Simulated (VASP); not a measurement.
## ZrN: electric field gradients with PBEsol

Crystal: ZrN.

```
Zr N
1.0
     0.00000    2.26116    2.26116
     2.26116    0.00000    2.26116
     2.26116    2.26116    0.00000
Zr N
1 1
Direct
  0.00000 0.00000 0.00000
  0.50000 0.50000 0.50000
```

```
Program                : VASP 6.6.1
Task                   : electric field gradients
Functional             : PBEsol
Potentials or basis    : VASP PAW PBE potentials, release 64 (Zr_sv, N)
Cutoff                 : 520 eV
k mesh                 : 9 × 9 × 9
Occupations            : fermi-dirac, width 0.01 eV
Spin                   : no spin polarisation
Dipole correction      : no
Further INCAR settings : ALGO = Normal; EDIFF = 1e-08; NBANDS = 16
```

| Property | Result |
| --- | --- |
| Pressure | 6.0 GPa |
| Band gap on the k mesh | zero (an odd number of electrons rules out a gap without spin polarisation) |
| Largest electric field gradient by atom | zero within the noise of the run |

Levels at points of the mesh, in eV from the Fermi level:
```tsv
k point	band 7	band 8	band 9	band 10	band 11	band 12
(0.00, 0.00, 0.00)	-2.65	-2.65	-0.40	-0.40	-0.40	1.71
```

Wall time 17 s on 1 thread of Intel Xeon 8259CL (shared host), peak memory 0.14 GiB.

Caveat: the cell stands under pressure; the PAW data sets were made with another functional, which shifts forces and pressure a little.
